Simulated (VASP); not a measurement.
# Ta8H in VASP: notebook

Runs on Ta8H. Level: PBE+D3(BJ). Tasks: single point.

Everything below comes from runs of VASP 6.6.1. Logs are shortened: lines on timing, memory, paths and dates and some standing lists are left out, and cuts for length are marked.

## Step 1: The cell of the first run

The cell holds a slab with vacuum, 9 atoms: a = 4.646 Å, b = 4.646 Å, c = 25.638 Å, α = 90.00°, β = 90.00°, γ = 120.00°.

## Step 2: Single point, PBE+D3(BJ)

File INCAR:

```
PREC = Accurate
ENCUT = 520
EDIFF = 1E-7
ISMEAR = 0
SIGMA = 0.1
LREAL = F
LASPH = T
NELM = 60
ALGO = Normal
ISIF = 2
LWAVE = F
LCHARG = F
LDIPOL = T
IDIPOL = 3
DIPOL = 0.5 0.5 0.478
GGA = PE
IVDW = 12
NBANDS = 54
```

File KPOINTS:

```
regular mesh
0
Gamma
  6 6 1
```

File POSCAR:

```
Ta8H
1.0
    4.6456161668      0.0000000000      0.0000000000
   -2.3228080834      4.0232216167      0.0000000000
    0.0000000000      0.0000000000     25.6379770039
Ta H
8 1
Direct
    0.6666666666      0.3333333333      0.3315394190
    0.3333333334      0.6666666667      0.3685268315
    0.0000000000      0.0000000000      0.4055142438
    0.6666666666      0.3333333333      0.4425016562
    0.3333333334      0.6666666667      0.4762660038
    0.0000000000      0.0000000000      0.5198566660
    0.6666666666      0.3333333333      0.5522688407
    0.3333333334      0.6666666667      0.5789370640
    0.5000000000      1.0000000000      0.6256177274
```

Potentials or basis: VASP PAW PBE potentials, release 64 (Ta_pv, H).

Started as:

```
$ cat potpaw_PBE.64/Ta_pv/POTCAR potpaw_PBE.64/H/POTCAR > POTCAR
$ mpirun -np 1 vasp_std > vasp.out
```

OUTCAR:

```text
PREC = Accurate
   ENCUT = 520
   EDIFF = 1E-7
   ISMEAR = 0
   LREAL = F
   LASPH = T
   NELM = 60
   ISIF = 2
   GGA = PE
   IVDW = 12
 IVDW          = 12

 ion  position               nearest neighbor table
   1  0.667  0.333  0.332-   4 2.84   2 2.84   2 2.84   2 2.84   3 3.28   3 3.28   3 3.28
   2  0.333  0.667  0.369-   5 2.76   3 2.84   3 2.84   3 2.84   1 2.84   1 2.84   1 2.84   4 3.28
                             4 3.28   4 3.28
   3  0.000  0.000  0.406-   2 2.84   2 2.84   2 2.84   4 2.84   4 2.84   4 2.84   6 2.93   5 3.24
                             5 3.24   5 3.24   1 3.28   1 3.28   1 3.28
   4  0.667  0.333  0.443-   7 2.81   5 2.82   5 2.82   5 2.82   1 2.84   3 2.84   3 2.84   3 2.84
                             2 3.28   2 3.28   2 3.28   6 3.34   6 3.34   6 3.34
   5  0.333  0.667  0.476-   8 2.63   2 2.76   4 2.82   4 2.82   4 2.82   6 2.91   6 2.91   6 2.91
                             3 3.24   3 3.24   3 3.24   7 3.32   7 3.32   7 3.32
   6  0.000  0.000  0.520-   7 2.81   7 2.81   7 2.81   5 2.91   5 2.91   5 2.91   3 2.93   8 3.08
                             8 3.08   8 3.08   4 3.34   4 3.34   4 3.34
   7  0.667  0.333  0.552-   8 2.77   8 2.77   8 2.77   6 2.81   6 2.81   6 2.81   4 2.81   5 3.32
                             5 3.32   5 3.32
   8  0.333  0.667  0.579-   9 1.80   5 2.63   7 2.77   7 2.77   7 2.77   6 3.08   6 3.08   6 3.08

   9  0.500  0.000  0.626-   8 1.80

  LATTYP: Found a hexagonal cell.
 ALAT       =     4.6456161668
 C/A-ratio  =     5.5187462940

  Lattice vectors:

 A1 = (   4.6456161668,   0.0000000000,   0.0000000000)
 A2 = (  -2.3228080834,   4.0232216167,   0.0000000000)
 A3 = (   0.0000000000,   0.0000000000,  25.6379770039)

Analysis of symmetry for initial positions (statically):
=====================================================================
 Subroutine PRICEL returns:
 Original cell was already a primitive cell.

 Routine SETGRP: Setting up the symmetry group for a
 hexagonal supercell.

 Subroutine GETGRP returns: Found  2 space group operations
 (whereof  2 operations were pure point group operations)
 out of a pool of 24 trial point group operations.

The static configuration has the point symmetry C_1h.

Analysis of symmetry for dynamics (positions and initial velocities):
=====================================================================
 Subroutine PRICEL returns:
 Original cell was already a primitive cell.

 Routine SETGRP: Setting up the symmetry group for a
 hexagonal supercell.

 Subroutine GETGRP returns: Found  2 space group operations
 (whereof  2 operations were pure point group operations)
 out of a pool of 24 trial point group operations.

The dynamic configuration has the point symmetry C_1h.

 Subroutine INISYM returns: Found  2 space group operations
 (whereof  2 operations are pure point group operations),
 and found     1 'primitive' translations

----------------------------------------------------------------------------------------

                                     Primitive cell

  volume of cell :     479.1826

  direct lattice vectors                    reciprocal lattice vectors
     4.645616167  0.000000000  0.000000000     0.215256699  0.124278513  0.000000000
    -2.322808083  4.023221617  0.000000000     0.000000000  0.248557026  0.000000000
     0.000000000  0.000000000 25.637977004     0.000000000  0.000000000  0.039004638

  length of vectors
     4.645616167  4.645616167 25.637977004     0.248557026  0.248557026  0.039004638

  position of ions in fractional coordinates (direct lattice)
     0.666666667  0.333333333  0.331539419
     0.333333333  0.666666667  0.368526831
     0.000000000  0.000000000  0.405514244
     0.666666667  0.333333333  0.442501656
     0.333333333  0.666666667  0.476266004
     0.000000000  0.000000000  0.519856666
     0.666666667  0.333333333  0.552268841
     0.333333333  0.666666667  0.578937064
     0.500000000  0.000000000  0.625617727

  ion indices of the primitive-cell ions
   primitive index   ion index
                 1           1
                 2           2
                 3           3
                 4           4
                 5           5
                 6           6
                 7           7
                 8           8
                 9           9

----------------------------------------------------------------------------------------

 KPOINTS: regular mesh

Automatic generation of k-mesh.
 Grid dimensions read from file:
 generate k-points for:    6    6    1

 Generating k-lattice:

  Cartesian coordinates                     Fractional coordinates (reciprocal lattice)
     0.035876116  0.020713086  0.000000000     0.166666667  0.000000000  0.000000000
     0.000000000  0.041426171  0.000000000     0.000000000  0.166666667  0.000000000
     0.000000000  0.000000000  0.039004638     0.000000000  0.000000000  1.000000000

  Length of vectors
     0.041426171  0.041426171  0.039004638

  Shift w.r.t. Gamma in fractional coordinates (k-lattice)
     0.000000000  0.000000000  0.000000000

 Subroutine IBZKPT returns following result:
 ===========================================

 Found     13 irreducible k-points:

 Following reciprocal coordinates:
            Coordinates               Weight
  0.000000  0.000000  0.000000      1.000000
  0.166667 -0.000000  0.000000      4.000000
  0.000000  0.166667  0.000000      2.000000
  0.333333 -0.000000  0.000000      4.000000
  0.000000  0.333333  0.000000      2.000000
  0.500000 -0.000000  0.000000      2.000000
  0.000000  0.500000  0.000000      1.000000
  0.166667  0.166667  0.000000      4.000000
 -0.333333  0.166667  0.000000      2.000000
  0.333333  0.166667  0.000000      4.000000
 -0.166667  0.500000  0.000000      4.000000
  0.500000  0.333333  0.000000      4.000000
  0.333333  0.333333  0.000000      2.000000
   k-points           NKPTS =     13   k-points in BZ     NKDIM =     13   number of bands    NBANDS=     54
   number of dos      NEDOS =    301   number of ions     NIONS =      9
   total plane-waves  NPLWV = 248832
   dimension x,y,z NGX =    36 NGY =   36 NGZ =  192
   dimension x,y,z NGXF=    72 NGYF=   72 NGZF=  384
   ions per type =               8   1
   NGX,Y,Z   is equivalent  to a cutoff of  12.88, 12.88, 12.45 a.u.
   NGXF,Y,Z  is equivalent  to a cutoff of  25.77, 25.77, 24.90 a.u.
 SYSTEM =  unknown system
   PREC   = accura    normal or accurate (medium, high low for compatibility)
   ISTART =      0    job   : 0-new  1-cont  2-samecut
   ICHARG =      2    charge: 1-file 2-atom 10-const
   ISPIN  =      1    spin polarized calculation?
   LNONCOLLINEAR =      F non collinear calculations
   LSORBIT =      F    spin-orbit coupling
   LASPH  =      T    aspherical Exc in radial PAW
   ENCUT  =  520.0 eV  38.22 Ry    6.18 a.u.   8.64  8.64 47.67*2*pi/ulx,y,z
   NELM   =     60;   NELMIN=  2; NELMDL= -5     # of ELM steps
   EDIFF  = 0.1E-06   stopping-criterion for ELM
   LREAL  =      F    real-space projection
   EDIFFG = 0.1E-05   stopping-criterion for IOM
   NSW    =      0    number of steps for IOM
   IBRION =     -1    ionic relax: 0-MD 1-quasi-New 2-CG
   NFREE  =      0    steps in history (QN), initial steepest desc. (CG)
   ISIF   =      2    stress and relaxation
   ISYM   =      2    0-nonsym 1-usesym 2-fastsym
   POTIM  = 0.5000    time-step for ionic-motion
   TEBEG  =    0.0;   TEEND  =   0.0 temperature during run
   PSTRESS=    0.0 pullay stress
   NELECT =      89.0000    total number of electrons
   NUPDOWN=      -1.0000    fix difference up-down
   EMIN   =  10.00;   EMAX   =-10.00  energy-range for DOS
   EFERMI =   0.00;   METHOD = LEGACY
   ISMEAR =     0;   SIGMA  =   0.10  broadening in eV -4-tet -1-fermi 0-gaus
   EFERMI_NEDOS =   21; number of points for ismear=-14 and -15
   IALGO  =     38    algorithm
   IMIX   =      4    mixing-type and parameters
     AMIX     =   0.40;   BMIX     =  1.00
     AMIX_MAG =   1.60;   BMIX_MAG =  1.00
  volume/ion in A,a.u.               =      53.24       359.30
  Fermi-wavevector in a.u.,A,eV,Ry     =   0.934052  1.765103 11.870451  0.872454
  Thomas-Fermi vector in A             =   2.060817
   LORBIT       =      0    0 simple, 1 ext, 2 COOP (PROOUT), +10 PAW based schemes
   GGA     = PE    functional components
   LHFCALC =     F    Hartree Fock is set to
   AEXX    =    0.0000 exact exchange contribution
   IVDW    =    12    specifies the selected vdW correction
   LEPSILON=     F    determine dielectric tensor
   LRPA    =     F    only Hartree local field effects (RPA)
 non-spin polarized calculation
 Gauss-broadening in eV      SIGMA  =   0.10
  energy-cutoff  :      520.00
  volume of cell :      479.18
 maximum number of plane-waves:     12937
 NGX is ok and might be reduce to    36
   NGX = 17   NGY = 17   NGZ = 95

 dipolmoment           0.000000      0.000000     -0.023709 electrons x Angstroem

 number of electron      89.0000007 magnetization

 dipolmoment           0.000000      0.000000      0.107787 electrons x Angstroem

 Free energy of the ion-electron system (eV)
  ---------------------------------------------------
  ext. energy  EPLUGINS =         0.00000000
  ---------------------------------------------------
  free energy    TOTEN  =       -91.41455872 eV

  energy without entropy =      -91.35782819  energy(sigma->0) =      -91.38619346

 E-fermi :  -0.9344     XC(G=0):  -4.6930

 val. band max:       -0.9716315323   @ k =  -0.1667   0.5000   0.0000
 cond. band min:      -0.9190592043   @ k =   0.1667   0.1667   0.0000
 fundamental gap:      0.0525723280
 Fermi energy:        -0.9343714881

 k-point     1 :       0.0000    0.0000    0.0000
  band No.  band energies     occupation
      1     -35.5578      2.00000
      2     -35.3379      2.00000
      3     -35.3299      2.00000
      4     -35.3112      2.00000
      5     -35.1471      2.00000
      6     -35.1349      2.00000
[... 46 lines left out ...]
     53       1.4568      0.00000
     54       1.7014      0.00000
[... 682 lines left out ...]
     53       0.6985      0.00000
     54       0.9640      0.00000

------------------------ aborting loop because EDIFF is reached ----------------------------------------

 vacuum level on the upper side and lower side of the slab       (xc-potential included)         0.504        -0.518

 Edisp (eV)   -3.60767

 E8    (eV) :    -1.9506

  FORCE on cell =-STRESS in cart. coord.  units (eV):
  Direction    XX          YY          ZZ          XY          YZ          ZX
  --------------------------------------------------------------------------------------
  -------------------------------------------------------------------------------------
  Total      -5.07899    -3.87372    -2.31090     0.00000     2.58906     0.00000
  in kB     -16.98192   -12.95203    -7.72663     0.00000     8.65668     0.00000
  external pressure =      -12.55 kB  Pullay stress =        0.00 kB

 VOLUME and BASIS-vectors are now :
 -----------------------------------------------------------------------------
  energy-cutoff  :      520.00
  volume of cell :      479.18
      direct lattice vectors                 reciprocal lattice vectors
     4.645616167  0.000000000  0.000000000     0.215256699  0.124278513  0.000000000
    -2.322808083  4.023221617  0.000000000     0.000000000  0.248557026  0.000000000
     0.000000000  0.000000000 25.637977004     0.000000000  0.000000000  0.039004638

 POSITION                                       TOTAL-FORCE (eV/Angst)
 -----------------------------------------------------------------------------------
      2.32281      1.34107      8.50000         0.000000     -0.032882      1.811775
      0.00000      2.68215      9.44828         0.000000      0.003935     -0.156762
      0.00000      0.00000     10.39656         0.000000      0.153286     -1.202887
      2.32281      1.34107     11.34485         0.000000     -0.056570     -0.772994
      0.00000      2.68215     12.21050         0.000000      0.052541     -0.151120
      0.00000      0.00000     13.32807         0.000000     -0.347415     -0.472597
      2.32281      1.34107     14.15906         0.000000     -0.982171      1.119993
      0.00000      2.68215     14.84278         0.000000     -0.316525     -0.187496
      2.32281      0.00000     16.03957        -0.000000      1.525800      0.012089
 -----------------------------------------------------------------------------------
    total drift:                                0.000000      0.000004     -0.000030

  FREE ENERGIE OF THE ION-ELECTRON SYSTEM (eV)
  ---------------------------------------------------
  free  energy   TOTEN  =       -95.0222242934 eV

  energy  without entropy=      -94.9654937673  energy(sigma->0) =      -94.99385903

 vacuum level on the upper side and lower side of the slab         3.466         2.419
```

Run time: 12 min. Hardware: 1 thread of AMD EPYC 7R13 (Zen 3), shared host; peak memory 0.63 GiB.

What came out:

| Property | Result |
| --- | --- |
| Free energy | -95.0222 eV |
| Largest force | 1.812 eV/Å |
| Band gap on the k mesh | zero (an odd number of electrons rules out a gap without spin polarisation) |
| Dispersion energy per atom | -0.401 eV |

Forces on the atoms (eV/Å):
```
Ta   0.000 -0.033  1.812
Ta   0.000  0.004 -0.157
Ta   0.000  0.153 -1.203
Ta   0.000 -0.057 -0.773
Ta   0.000  0.053 -0.151
Ta   0.000 -0.347 -0.473
Ta   0.000 -0.982  1.120
Ta   0.000 -0.317 -0.187
H    0.000  1.526  0.012
```

Levels at points of the mesh, in eV from the Fermi level:
```csv
k point,band 41,band 42,band 43,band 44,band 45,band 46,band 47,band 48,band 49,band 50
"(0.00, 0.00, 0.00)",-0.87,-0.60,-0.59,-0.20,-0.19,0.03,0.31,0.37,0.73,1.34
"(0.50, 0.00, 0.00)",-0.89,-0.70,-0.60,-0.39,-0.30,0.30,0.44,0.78,0.97,1.48
"(0.00, 0.50, 0.00)",-0.77,-0.70,-0.61,-0.57,-0.31,0.15,0.63,0.79,1.02,1.56
```

Caveat: spin-orbit coupling is left out, which moves the levels of the heavy elements.

## Step 3: Single point, PBE+D3(BJ)

File INCAR:

```
PREC     = Accurate       # precision mode
ENCUT    = 520            # plane-wave cutoff, eV
EDIFF    = 1E-6           # SCF threshold, eV
ISMEAR   = 0              # smearing method
SIGMA    = 0.1            # smearing width, eV
LREAL    = False          # projectors in reciprocal space
LASPH    = True           # aspherical terms in the spheres
NELM     = 80             # most SCF steps
ALGO     = Normal         # electronic algorithm
ISIF     = 2              # what is computed and relaxed
LWAVE    = False          # write WAVECAR
LCHARG   = False          # write CHGCAR
LDIPOL   = True         
IDIPOL   = 3            
DIPOL    = 0.5 0.5 0.478
GGA      = PE             # functional
IVDW     = 12             # dispersion correction
NBANDS   = 54             # bands
```

File KPOINTS:

```
Automatic mesh
0
Gamma
  6 6 1
```

File POSCAR:

```
Ta8H
1.0
    4.6456161668      0.0000000000      0.0000000000
   -2.3228080834      4.0232216167      0.0000000000
    0.0000000000      0.0000000000     25.6379770039
Ta H
8 1
Direct
    0.6666666667      0.3333333334      0.3315394190
    0.3333333333      0.6666666667      0.3685268315
    0.0000000000      0.0000000000      0.4055142438
    0.6666666667      0.3333333334      0.4425016562
    0.3333333333      0.6666666667      0.4762660038
    0.0000000000      0.0000000000      0.5198566660
    0.6666666667      0.3333333334      0.5522688407
    0.3333333333      0.6666666667      0.5789370640
    0.6666666667      0.8333333334      0.6297138596
```

Potentials or basis: VASP PAW PBE potentials, release 64 (Ta_pv, H).

Started as:

```
$ cat potpaw_PBE.64/Ta_pv/POTCAR potpaw_PBE.64/H/POTCAR > POTCAR
$ mpirun -np 1 vasp_std > vasp.out
```

Run time: 11 min. Hardware: 1 thread of AMD EPYC 7R13 (Zen 3), shared host; peak memory 0.67 GiB.

The run converged. Its results:

```
Free energy                : -94.4431 eV
Largest force              : 1.796 eV/Å
Band gap on the k mesh     : zero (an odd number of electrons rules out a gap without spin polarisation)
Dispersion energy per atom : -0.401 eV
```

Forces in eV/Å, atoms in the order of the input:
```
Ta  -0.074 -0.043  1.794
Ta  -0.022 -0.013 -0.077
Ta   0.103  0.059 -1.232
Ta  -0.082 -0.048 -0.612
Ta   0.096  0.055 -0.351
Ta  -0.087 -0.051 -0.145
Ta  -0.469 -0.271  0.347
Ta   0.558  0.322  0.289
H   -0.022 -0.012 -0.012
```

Levels at points of the mesh, in eV from the Fermi level:
```csv
k point,band 41,band 42,band 43,band 44,band 45,band 46,band 47,band 48,band 49,band 50
"(0.00, 0.00, 0.00)",-0.85,-0.60,-0.53,-0.19,-0.18,0.05,0.37,0.38,0.69,1.27
"(0.50, 0.00, 0.00)",-0.87,-0.65,-0.54,-0.44,-0.30,0.30,0.50,0.78,1.15,1.51
"(0.00, 0.50, 0.00)",-0.77,-0.62,-0.58,-0.45,-0.30,-0.01,0.75,0.79,0.93,1.28
```

Caveat: spin-orbit coupling is left out, which moves the levels of the heavy elements.

The gap in the log of VASP goes by the Fermi energy; the results here count the filled bands.